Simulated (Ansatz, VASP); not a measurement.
**InSb: VASP beside Ansatz**

File INCAR:

```
SYSTEM = InSb
PREC = Accurate
ENCUT = 520
EDIFF = 1E-6
ISMEAR = 0
SIGMA = 0.1
LREAL = .False.
LASPH = .True.
NELM = 80
ALGO = Normal
ISIF = 2
LWAVE = .False.
LCHARG = .True.
GGA = PE
LELF = .True.
LVHAR = .True.
NBANDS = 26
```

File KPOINTS:

```
Automatic mesh
0
Gamma
  12 12 10
  0 0 0
```

File POSCAR:

```
InSb
1.0
    3.0633140000     -3.0813730000      0.0000000000
    3.0633140000      3.0813730000      0.0000000000
    0.0000000000      0.0000000000      6.1268940000
In Sb
2 2
Direct
    0.2794110000      0.7205890000      0.2500000000
    0.7205890000      0.2794110000      0.7500000000
    0.7772050000      0.2227950000      0.2500000000
    0.2227950000      0.7772050000      0.7500000000
```

Input for Ansatz:

```yaml
crystal:
  lattice:
    - [3.063314, -3.081373, 0.0]
    - [3.063314, 3.081373, 0.0]
    - [0.0, 0.0, 6.126894]
  atoms:
    - { symbol: In, position: [0.279411, 0.720589, 0.25] }
    - { symbol: In, position: [0.720589, 0.279411, 0.75] }
    - { symbol: Sb, position: [0.777205, 0.222795, 0.25] }
    - { symbol: Sb, position: [0.222795, 0.777205, 0.75] }
basis:
  ecutwfc: 420
kpoints:
  mp_grid: { grid: [12, 12, 10] }
hamiltonian:
  xc: pbe
scf:
  occupations: { method: gaussian, width: 0.1 }
output:
  forces: true
  stress: true
  eigenvalues: true
```

Alike in both runs: task single point; functional PBE; k mesh 12 × 12 × 10; occupations gaussian, width 0.1 eV; no spin polarisation.

|  | VASP | Ansatz |
| --- | --- | --- |
| version | VASP 6.6.1 | Ansatz 0.2.0 |
| potentials or method | VASP PAW PBE potentials, release 64 (In_d, Sb), cutoff 520 eV | scalar-relativistic, plane waves, PAW |
| valence electrons in the cell | 36 | 56 |

Ansatz gave:

| Item | Value |
| --- | --- |
| gap on the k mesh at the Fermi level (eV) | none |
| pressure (GPa) | 0.1 |
| traceless stress, the component that is largest in VASP (GPa) | -0.41 |
| rms of the force components (eV/Å) | 0.008 |

Task: Which values does VASP return?

Result: gap on the k mesh at the Fermi level (eV): none; pressure (GPa): 0.0; traceless stress, the component that is largest in VASP (GPa): -0.41; rms of the force components (eV/Å): 0.007.

Atom by atom the forces differ by 0.001 eV/Å (rms over components). A gap of «none» marks a metal or a gap that the smearing closes. VASP's potentials hold 36 valence electrons a cell and Ansatz's 56, so a difference there can come from the potentials and not from the codes.

Neither program's run includes spin-orbit coupling.
